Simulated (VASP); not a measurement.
# Pb in VASP: further runs, part 2 of 2

VASP 6.6.1. The steps go on from the part before.

## (3) Single point, PBE

Input file INCAR:

```
PREC = Accurate
ENCUT = 520
EDIFF = 1E-6
ISMEAR = 0
SIGMA = 0.1
LREAL = F
LASPH = T
NELM = 100
ALGO = Normal
ISIF = 2
LWAVE = F
LCHARG = F
GGA = PE
NBANDS = 13
```

Input file KPOINTS:

```
Automatic mesh
0
Gamma
  20 20 18
```

Input file POSCAR:

```
Pb
1.0
    3.0737007198     -1.7861925120     -0.1193516993
    3.0737007198      1.7861925120     -0.1193516993
   -1.9511931134      0.0000000000      2.9905797939
Pb
1
Direct
    0.0000000000      0.0000000000      0.0000000000
```

Potentials or basis: VASP PAW PBE potentials, release 64 (Pb_d).

Launch:

```
> cat potpaw_PBE.64/Pb_d/POTCAR > POTCAR
> mpirun -np 1 vasp_std > vasp.out
```

Run time: 4.7 min. Hardware: 1 thread of Intel Xeon 6975P-C (Granite Rapids), shared host; peak memory 0.77 GiB.

Results (log left out):

- Free energy: -3.5656 eV
- Pressure: -0.1 GPa
- Band gap on the k mesh: zero (band 7 reaches 13.66 eV, above the bottom of band 8 at 5.16 eV)

Levels at points of the mesh, in eV from the Fermi level:
```tsv
k point	band 5	band 6	band 7	band 8	band 9	band 10
(0.00, 0.00, 0.00)	-16.95	-11.44	6.94	6.96	6.99	9.69
(0.50, 0.00, 0.00)	-16.84	-8.12	-3.98	5.20	5.30	8.96
(0.50, 0.50, 0.00)	-16.81	-6.79	-3.06	1.90	1.91	5.15
(0.00, 0.00, 0.50)	-16.84	-8.13	-3.98	5.21	5.32	8.97
(0.50, 0.00, 0.50)	-16.81	-6.85	-3.11	1.95	2.01	5.21
(0.50, 0.50, 0.50)	-16.84	-8.10	-3.98	5.18	5.28	8.94
```

Caveat: spin-orbit coupling is left out, which moves the levels of the heavy elements.

## (4) Single point, PBE

Input file INCAR:

```
PREC     = Accurate       # precision mode
ENCUT    = 520            # plane-wave cutoff, eV
EDIFF    = 1E-7           # SCF threshold, eV
ISMEAR   = 0              # smearing method
SIGMA    = 0.1            # smearing width, eV
LREAL    = False          # projectors in reciprocal space
LASPH    = True           # aspherical terms in the spheres
NELM     = 100            # most SCF steps
ALGO     = Normal         # electronic algorithm
ISIF     = 2              # what is computed and relaxed
LWAVE    = False          # write WAVECAR
LCHARG   = True           # write CHGCAR
GGA      = PE             # functional
LELF     = True           # ELF
LVHAR    = True         
NBANDS   = 13             # bands
```

Input file KPOINTS:

```
Automatic mesh
0
Gamma
  14 14 14
```

Input file POSCAR:

```
Pb
1.0
    0.0000000000      2.5195444312      2.5195444312
    2.5195444312      0.0000000000      2.5195444312
    2.5195444312      2.5195444312      0.0000000000
Pb
1
Direct
    0.0000000000      0.0000000000      0.0000000000
```

Potentials or basis: VASP PAW PBE potentials, release 64 (Pb_d).

Launch:

```
> cat potpaw_PBE.64/Pb_d/POTCAR > POTCAR
> mpirun -np 1 vasp_std > vasp.out
```

OUTCAR:

```text
PREC = Accurate
   ENCUT = 520
   EDIFF = 1E-7
   ISMEAR = 0
   LREAL = False
   LASPH = True
   NELM = 100
   ISIF = 2
   GGA = PE

 ion  position               nearest neighbor table
   1  0.000  0.000  0.000-

  LATTYP: Found a face centered cubic cell.
 ALAT       =     5.0390888624

  Lattice vectors:

 A1 = (   0.0000000000,   2.5195444312,   2.5195444312)
 A2 = (   2.5195444312,   0.0000000000,   2.5195444312)
 A3 = (   2.5195444312,   2.5195444312,   0.0000000000)

Analysis of symmetry for initial positions (statically):
=====================================================================
 Subroutine PRICEL returns:
 Original cell was already a primitive cell.

 Routine SETGRP: Setting up the symmetry group for a
 face centered cubic supercell.

 Subroutine GETGRP returns: Found 48 space group operations
 (whereof 48 operations were pure point group operations)
 out of a pool of 48 trial point group operations.

The static configuration has the point symmetry O_h .

Analysis of symmetry for dynamics (positions and initial velocities):
=====================================================================
 Subroutine PRICEL returns:
[... 160 lines left out ...]
 Fermi energy:         6.7044750238

 k-point     1 :       0.0000    0.0000    0.0000
  band No.  band energies     occupation
      1     -10.3397      2.00000
      2     -10.3397      2.00000
      3     -10.3397      2.00000
      4     -10.2212      2.00000
      5     -10.2212      2.00000
      6      -4.7055      2.00000
      7      13.6993      0.00000
      8      13.6993      0.00000
      9      13.6993      0.00000
     10      16.4221      0.00000
     11      17.3605      0.00000
     12      18.7968      0.00000
     13      18.7968      0.00000
[... 354 lines left out ...]
  band No.  band energies     occupation
      1     -10.3731      2.00000
      2     -10.2898      2.00000
      3     -10.2662      2.00000
      4     -10.2296      2.00000
      5     -10.1617      2.00000
      6      -3.3596      2.00000
      7       7.8156      0.00000
      8      11.2003      0.00000
      9      11.3850      0.00000
     10      14.9888      0.00000
     11      16.4884      0.00000
     12      19.9027      0.00000
     13      20.7938      0.00000

 [... further k-points ...]
[... 5 lines left out ...]
  --------------------------------------------------------------------------------------
  -------------------------------------------------------------------------------------
  Total       -0.0031261     -0.0031261     -0.0031261      0.0000000     -0.0000000      0.0000000
  in kB       -0.1565745     -0.1565745     -0.1565745      0.0000000     -0.0000000      0.0000000
  external PRESSURE =      -0.1565745 kB  Pullay stress =       0.0000000 kB

 VOLUME and BASIS-vectors are now :
 -----------------------------------------------------------------------------
  energy-cutoff  :      520.00
  volume of cell :       31.99
      direct lattice vectors                 reciprocal lattice vectors
     0.000000000  2.519544431  2.519544431    -0.198448574  0.198448574  0.198448574
     2.519544431  0.000000000  2.519544431     0.198448574 -0.198448574  0.198448574
     2.519544431  2.519544431  0.000000000     0.198448574  0.198448574 -0.198448574

 POSITION                                       TOTAL-FORCE (eV/Angst)
 -----------------------------------------------------------------------------------
      0.00000      0.00000      0.00000         0.000000      0.000000      0.000000
 -----------------------------------------------------------------------------------
    total drift:                               -0.000000     -0.000000     -0.000000

  FREE ENERGIE OF THE ION-ELECTRON SYSTEM (eV)
  ---------------------------------------------------
  free  energy   TOTEN  =        -3.5688740702 eV

  energy  without entropy=       -3.5665917290  energy(sigma->0) =       -3.56773290
```

stdout:

```text
POSCAR found type information on POSCAR Pb
 POSCAR found :  1 types and       1 ions
 scaLAPACK will be used
 LDA part: xc-table for (Slater+PW92), standard interpolation
 POSCAR, INCAR and KPOINTS ok, starting setup
 FFT: planning ... GRIDC
 FFT: planning ... GRID_SOFT
 FFT: planning ... GRID
 WAVECAR not read
 entering main loop
```

Run time: 24 s. Hardware: 1 thread of AMD EPYC 9R14 (Zen 4), shared host; peak memory 0.15 GiB.

Results:

```yaml
Free_energy: -3.5689 eV
Pressure: 0.0 GPa
Band_gap_on_the_k_mesh: zero (band 7 reaches 13.70 eV, above the bottom of band 8 at 5.25 eV)
```

Caveat: spin-orbit coupling is left out, which moves the levels of the heavy elements.

## (5) Relaxation of cell and atoms, PBE

This run uses another cell than the first one, of 31.05 Å³/atom, 0.970 times its volume.

Input file INCAR:

```
SYSTEM = Pb
PREC = Accurate
ENCUT = 600
EDIFF = 1E-7
ISMEAR = 0
SIGMA = 0.1
LREAL = .FALSE.
LASPH = .TRUE.
NELM = 60
ALGO = Normal
ISIF = 3
LWAVE = .FALSE.
LCHARG = .FALSE.
GGA = PE
IBRION = 2
NSW = 100
EDIFFG = -0.01
```

Input file KPOINTS:

```
regular mesh
0
G
  14 14 14
  0 0 0
```

Input file POSCAR:

```
Pb
1.0
    0.0000000000      2.4947547435      2.4947547435
    2.4947547435      0.0000000000      2.4947547435
    2.4947547435      2.4947547435      0.0000000000
Pb
1
Direct
    0.0000000000      0.0000000000      0.0000000000
```

Launch:

```
> cat potpaw_PBE.64/Pb_d/POTCAR > POTCAR
> mpirun -np 1 vasp_std > vasp.out
```

Wall time 47 s (1 thread of AMD EPYC 9R14 (Zen 4), shared host); peak memory 0.16 GiB.

Results (log left out):

- Free energy: -3.5688 eV
- Relaxed volume: 32.01 Å³/atom
- Relaxed cell: a = 3.564 Å, b = 3.564 Å, c = 3.564 Å, α = 60.00°, β = 60.00°, γ = 60.00°
- Space group after relaxing (to 0.05 Å): Fm-3m (No. 225)
- Energy gained by relaxing: 3.8 meV/atom
- Ionic steps: 3
- Pressure after relaxing: 0.0 GPa
- Band gap on the k mesh: zero (band 7 reaches 13.69 eV, above the bottom of band 8 at 5.24 eV)

Step by step:
```
step  energy change (eV)  largest force (eV/Å)  pressure (GPa)  volume (Å³)
   1              0.0000                0.0000            1.30        31.05
   2             -0.0037                0.0000           -0.22        32.20
   3             -0.0038                0.0000            0.01        32.01
```

Final structure:
```
CELL_PARAMETERS angstrom
0.00000 2.52019 2.52019
2.52019 0.00000 2.52019
2.52019 2.52019 0.00000
ATOMIC_POSITIONS crystal
Pb 0.00000 0.00000 0.00000
```

Levels at points of the mesh, in eV from the Fermi level:
| k point | band 4 | band 5 | band 6 | band 7 | band 8 | band 9 | band 10 | band 11 |
| --- | --- | --- | --- | --- | --- | --- | --- | --- |
| (0.00, 0.00, 0.00) | -16.93 | -16.93 | -11.40 | 6.99 | 6.99 | 6.99 | 9.72 | 10.65 |
| (0.50, 0.00, 0.00) | -16.81 | -16.81 | -8.09 | -3.95 | 5.28 | 5.28 | 8.99 | 9.19 |
| (0.50, 0.50, 0.00) | -16.78 | -16.78 | -6.80 | -3.07 | 1.98 | 1.98 | 5.22 | 6.48 |

Caveat: spin-orbit coupling is left out, which moves the levels of the heavy elements.

## (6) Overview

```csv
task,cell,k mesh,cutoff (eV),gap on the mesh (eV),pressure (GPa)
single point,"a = 3.557, b = 3.557, c = 3.572 Å, angles 120.0, 120.0, 60.3°, 1 atom",20 × 20 × 18,520,none,-0.1
single point,"a = 3.557, b = 3.557, c = 3.571 Å, angles 120.0, 120.0, 60.3°, 1 atom",20 × 20 × 18,520,none,-0.1
single point,"a = 3.563 Å, angles 60.0°, 1 atom",14 × 14 × 14,520,none,0.0
relaxation of cell and atoms,"relaxed from a = 3.528 Å, angles 60.0°, 1 atom",14 × 14 × 14,600,none,0.0
```

Alike in all rows: level PBE; potentials or basis VASP PAW PBE potentials, release 64 (Pb_d); no spin polarisation; smearing gaussian 0.1 eV.

Caveats: spin-orbit coupling is left out, which moves the levels of the heavy elements.

Absolute energies hang on the potentials; compare differences alone.
